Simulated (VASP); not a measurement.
# Cd (P6/mmm) in VASP: further runs, part 3 of 3

VASP 6.6.1.

## 5. Relaxation of cell and atoms, PBEsol, target pressure 310 GPa, at which the enthalpy is minimised

This run uses another cell than the first one, of 10.21 Å³/atom.

Contents of INCAR:

```
SYSTEM = Cd
ALGO = Normal ; EDIFF = 1E-7
EDIFFG = -0.005 ; ENCUT = 600
GGA = PS ; IBRION = 2
ISIF = 3 ; ISMEAR = -1
LASPH = .TRUE. ; LCHARG = .FALSE.
LREAL = .FALSE. ; LWAVE = .FALSE.
NELM = 100 ; NSW = 60
PREC = Accurate ; PSTRESS = 3100.0
SIGMA = 0.1
```

Contents of KPOINTS:

```
k-points
0
G
  9 9 13
  0 0 0
```

Contents of POSCAR:

```
Cd
1.0
    3.8501429715      0.0000000000      0.0000000000
   -1.9250714857      3.3343216215      0.0000000000
    0.0000000000      0.0000000000      2.3870886423
Cd
3
Direct
    0.0000000000      0.0000000000      0.0000000000
    0.3333333333      0.6666666667      0.5000000000
    0.6666666667      0.3333333333      0.5000000000
```

Potentials or basis: VASP PAW PBE potentials, release 64 (Cd).

Launch:

```bash
cat potpaw_PBE.64/Cd/POTCAR > POTCAR
mpirun -np 1 vasp_std > vasp.out
```

OUTCAR:

```text
SYSTEM = Cd
   EDIFF = 1E-7
   EDIFFG = -0.005
   ENCUT = 600
   GGA = PS
   IBRION = 2
   ISIF = 3
   ISMEAR = -1
   LASPH = .TRUE.
   LREAL = .FALSE.
   NELM = 100
   NSW = 60
   PREC = Accurate
   PSTRESS = 3100.0

 ion  position               nearest neighbor table
   1  0.000  0.000  0.000-   2 2.52   3 2.52   2 2.52   3 2.52   2 2.52   2 2.52   3 2.52   3 2.52
                             3 2.52   3 2.52   2 2.52   2 2.52
   2  0.333  0.667  0.500-   3 2.22   3 2.22   3 2.22   1 2.52   1 2.52   1 2.52   1 2.52   1 2.52
                             1 2.52   3 3.26   3 3.26   3 3.26   3 3.26   3 3.26   3 3.26
   3  0.667  0.333  0.500-   2 2.22   2 2.22   2 2.22   1 2.52   1 2.52   1 2.52   1 2.52   1 2.52
                             1 2.52   2 3.26   2 3.26   2 3.26   2 3.26   2 3.26   2 3.26

  LATTYP: Found a hexagonal cell.
 ALAT       =     3.8501429715
 C/A-ratio  =     0.6200000000

  Lattice vectors:

 A1 = (   3.8501429715,   0.0000000000,   0.0000000000)
 A2 = (  -1.9250714857,   3.3343216215,   0.0000000000)
 A3 = (   0.0000000000,   0.0000000000,   2.3870886423)

Analysis of symmetry for initial positions (statically):
=====================================================================
 Subroutine PRICEL returns:
 Original cell was already a primitive cell.

 Routine SETGRP: Setting up the symmetry group for a
 hexagonal supercell.

 Subroutine GETGRP returns: Found 24 space group operations
 (whereof 24 operations were pure point group operations)
 out of a pool of 24 trial point group operations.

The static configuration has the point symmetry D_6h.

Analysis of symmetry for dynamics (positions and initial velocities):
=====================================================================
 Subroutine PRICEL returns:
 Original cell was already a primitive cell.

 Routine SETGRP: Setting up the symmetry group for a
 hexagonal supercell.

 Subroutine GETGRP returns: Found 24 space group operations
 (whereof 24 operations were pure point group operations)
 out of a pool of 24 trial point group operations.

The dynamic configuration has the point symmetry D_6h.

 Subroutine INISYM returns: Found 24 space group operations
 (whereof 24 operations are pure point group operations),
[... 122 lines left out ...]
   LORBIT       =      0    0 simple, 1 ext, 2 COOP (PROOUT), +10 PAW based schemes
   GGA     = PS    functional components
   LHFCALC =     F    Hartree Fock is set to
   AEXX    =    0.0000 exact exchange contribution
   IVDW    =     0    specifies the selected vdW correction
   LEPSILON=     F    determine dielectric tensor
   LRPA    =     F    only Hartree local field effects (RPA)
 conjugate gradient relaxation of ions
 non-spin polarized calculation
  energy-cutoff  :      600.00
  volume of cell :       30.64
 maximum number of plane-waves:      1054
 NGX is ok and might be reduce to    32
   NGX = 15   NGY = 15   NGZ =  9

--------------------------------------- Ionic step        1  -------------------------------------------

 number of electron      35.9999997 magnetization

 Free energy of the ion-electron system (eV)
  ---------------------------------------------------
  ext. energy  EPLUGINS =         0.00000000
  ---------------------------------------------------
  free energy    TOTEN  =        12.88665771 eV

  energy without entropy =       12.90535030  energy(sigma->0) =       12.89600401

------------------------ aborting loop because EDIFF is reached ----------------------------------------

  FORCE on cell =-STRESS in cart. coord.  units (eV):
  Direction    XX          YY          ZZ          XY          YZ          ZX
  --------------------------------------------------------------------------------------
  -------------------------------------------------------------------------------------
  Total       66.4080510     66.4080510     59.9238086      0.0000000     -0.0000000      0.0000000
  in kB     3471.9896748   3471.9896747   3132.9762217      0.0000001     -0.0000000      0.0000000
  external PRESSURE =     258.9851904 kB  Pullay stress =    3100.0000000 kB
[... 26 lines left out ...]
--------------------------------------- Ionic step        2  -------------------------------------------

 number of electron      35.9999993 magnetization

 E-fermi :   8.9600     XC(G=0): -14.2852

 val. band max:        8.8120744263   @ k =   0.1111   0.0000   0.0769
 cond. band min:       8.9821867103   @ k =   0.2222   0.0000   0.3077
 fundamental gap:      0.1701122840
 Fermi energy:         8.9600297655

 k-point     1 :       0.0000    0.0000    0.0000
  band No.  band energies     occupation
      1      -6.0212      2.00000
      2      -5.8091      2.00000
      3      -4.6507      2.00000
      4      -4.5113      2.00000
      5      -3.7169      2.00000
      6      -3.7169      2.00000
[... 863 lines left out ...]
--------------------------------------- Ionic step        9  -------------------------------------------

 number of electron      36.0000007 magnetization

 Free energy of the ion-electron system (eV)
  ---------------------------------------------------
  ext. energy  EPLUGINS =         0.00000000
  ---------------------------------------------------
  free energy    TOTEN  =        11.65977573 eV

  energy without entropy =       11.68400313  energy(sigma->0) =       11.67188943

 E-fermi :  13.0476     XC(G=0): -15.6770

 val. band max:       12.8797549316   @ k =   0.3333   0.2222   0.4615
 cond. band min:      13.1052139802   @ k =   0.4444   0.0000   0.0000
 fundamental gap:      0.2254590486
 Fermi energy:        13.0475829308

 k-point     1 :       0.0000    0.0000    0.0000
  band No.  band energies     occupation
      1      -5.6347      2.00000
      2      -5.0304      2.00000
      3      -2.8206      2.00000
      4      -2.7365      2.00000
      5      -2.4756      2.00000
      6      -2.4756      2.00000
[... 625 lines left out ...]
  energy  without entropy=       11.6840031307  energy(sigma->0) =       11.67188943

  enthalpy is  TOTEN    =        72.0713569992 eV   P V=       60.4115812703

 reached required accuracy - stopping structural energy minimisation
```

CONTCAR:

```text
Cd
   1.00000000000000
     3.9140201526116090    0.0000000000367463    0.0000000000000000
    -1.9570100762231515    3.3896408830192031   -0.0000000000000000
     0.0000000000000000   -0.0000000000000000    2.3533815562980642
  Cd
     3
Direct
     0.0000000000000000    0.0000000000000000    1.0000000000000000
     0.3333333332999970    0.6666666667000030    0.5000000000000000
     0.6666666667000030    0.3333333332999970    0.5000000000000000

  0.00000000E+00  0.00000000E+00  0.00000000E+00
  0.00000000E+00  0.00000000E+00  0.00000000E+00
  0.00000000E+00  0.00000000E+00  0.00000000E+00
```

It took 10 min on 1 thread of AMD EPYC 7R13, shared host; peak memory 0.17 GiB.

What came out:

| Quantity | Value |
| --- | --- |
| Free energy | 11.6598 eV |
| Relaxed volume | 10.41 Å³/atom |
| Relaxed cell | a = 3.914 Å, b = 3.914 Å, c = 2.353 Å, α = 90.00°, β = 90.00°, γ = 120.00° |
| Space group after relaxing (to 0.1 Å) | P6/mmm (No. 191) |
| Energy change on relaxing (the run minimises the enthalpy) | -409.0 meV/atom |
| Ionic steps | 9 |
| Pressure after relaxing | 310.0 GPa |
| Band gap on the k mesh | zero (bands 18 and 19 overlap by 3.29 eV) |

The path:
```tsv
step	energy change (eV)	largest force (eV/Å)	pressure (GPa)	volume (Å³)
1	0.0000	0.0000	335.90	30.64
2	-10.1869	0.0000	127.13	38.44
3	-1.7836	0.0000	298.24	31.53
4	-1.5063	0.0000	304.06	31.38
5	-0.2280	0.0000	330.29	30.78
6	-1.1747	0.0000	311.09	31.20
7	-1.1840	0.0000	310.90	31.20
8	-1.5092	0.0000	304.06	31.37
9	-1.2269	0.0000	310.00	31.22
```

Final structure:
```xyz
3
Lattice="3.9140 0.0000 0.0000 -1.9570 3.3896 0.0000 0.0000 0.0000 2.3534" Properties=species:S:1:pos:R:3 pbc="T T T"
Cd    0.0000    0.0000    2.3534
Cd    0.0000    2.2598    1.1767
Cd    1.9570    1.1299    1.1767
```

Levels at points of the mesh, in eV from the Fermi level:
```tsv
k point	band 14	band 15	band 16	band 17	band 18	band 19	band 20	band 21	band 22
(0.00, 0.00, 0.00)	-13.67	-11.51	-11.51	-0.45	-0.45	-0.43	-0.43	1.55	1.86
```

Caveat: the cell is relaxed towards a set pressure, so the run minimises the enthalpy, not the energy; the PAW data sets were made with another functional, which shifts forces and pressure a little.

## 6. Overview

```tsv
cell	k mesh	gap on the mesh (eV)	pressure (GPa)
relaxed to 310 GPa from a = 3.897, b = 3.897, c = 2.346 Å, angles 90.0, 90.0, 120.0°, 3 atoms, atomic positions A	9 × 9 × 13	none	310.0
relaxed to 310 GPa from a = 2.331, b = 2.331, c = 2.191 Å, angles 90.0, 90.0, 120.0°, 1 atom, atomic positions B	19 × 19 × 17	none	310.0
relaxed to 310 GPa from a = 2.325, b = 2.325, c = 2.264 Å, angles 90.0, 90.0, 120.0°, 1 atom, atomic positions B	19 × 19 × 17	none	310.0
relaxed to 310 GPa from a = 3.850, b = 3.850, c = 2.387 Å, angles 90.0, 90.0, 120.0°, 3 atoms, atomic positions A	9 × 9 × 13	none	310.0
```

Alike in all rows: task relaxation of cell and atoms; level PBEsol; potentials or basis VASP PAW PBE potentials, release 64 (Cd); no spin polarisation; cutoff (eV) 600; smearing fermi-dirac 0.1 eV.

Caveats: the cell is relaxed towards a set pressure, so the run minimises the enthalpy, not the energy; the PAW data sets were made with another functional, which shifts forces and pressure a little.

Absolute energies hang on the potentials; compare differences alone.
